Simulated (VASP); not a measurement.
Write the native input for VASP 6.6.1 that does the following.

```
Task                   : single point
Functional             : PBE
Potentials or basis    : VASP PAW PBE potentials, release 64 (Mg, S)
Cutoff                 : 520 eV
k mesh                 : 4 × 4 × 4
Occupations            : gaussian, width 0.01 eV
Spin                   : no spin polarisation
Dipole correction      : no
Further INCAR settings : ALGO = Normal; EDIFF = 1e-06; NBANDS = 11
```

The structure of MgS lies in POSCAR:

```
MgS
1.0
    0.0000000000      2.8308768412      2.8591856096
    2.8308768412      0.0000000000      2.8591856096
    2.8308768412      2.8308768412      0.0000000000
Mg S
1 1
Direct
    0.0000000000      0.0000000000      0.0000000000
    0.2500000000      0.2500000000      0.2500000000
```

This cell differs from its parent crystal: uniaxial z strain +1.0%.

These files were run (other wordings do the same):

INCAR

```
SYSTEM = MgS
PREC     = Accurate       ! precision mode
ENCUT    = 520            ! plane-wave cutoff, eV
EDIFF    = 1E-6           ! SCF threshold, eV
ISMEAR   = 0              ! smearing method
SIGMA    = 0.01           ! smearing width, eV
LREAL    = .FALSE.        ! projectors in reciprocal space
LASPH    = .TRUE.         ! aspherical terms in the spheres
NELM     = 100            ! most SCF steps
ALGO     = Normal         ! electronic algorithm
ISIF     = 2              ! what is computed and relaxed
LWAVE    = .FALSE.        ! write WAVECAR
LCHARG   = .FALSE.        ! write CHGCAR
GGA      = PE             ! functional
NBANDS   = 11             ! bands
```

KPOINTS

```
Automatic mesh
0
G
  4 4 4
  0 0 0
```

Potentials or basis: VASP PAW PBE potentials, release 64 (Mg, S).

Launch:

```console
$ cat potpaw_PBE.64/Mg/POTCAR potpaw_PBE.64/S/POTCAR > POTCAR
$ mpirun -np 1 vasp_std > vasp.out
```

It gave:

```yaml
Pressure: 0.4 GPa
Band_gap_on_the_k_mesh: 3.40 eV, direct
```

Caveat: the k points lie up to 0.48 Å⁻¹ apart; the cell differs from its parent crystal (uniaxial z strain +1.0%).

Run time: 12 s on 1 thread of Intel(R) Xeon(R) Platinum 8375C CPU @ 2.90GHz (Ice Lake), with other jobs on the host, peak memory 0.16 GiB.
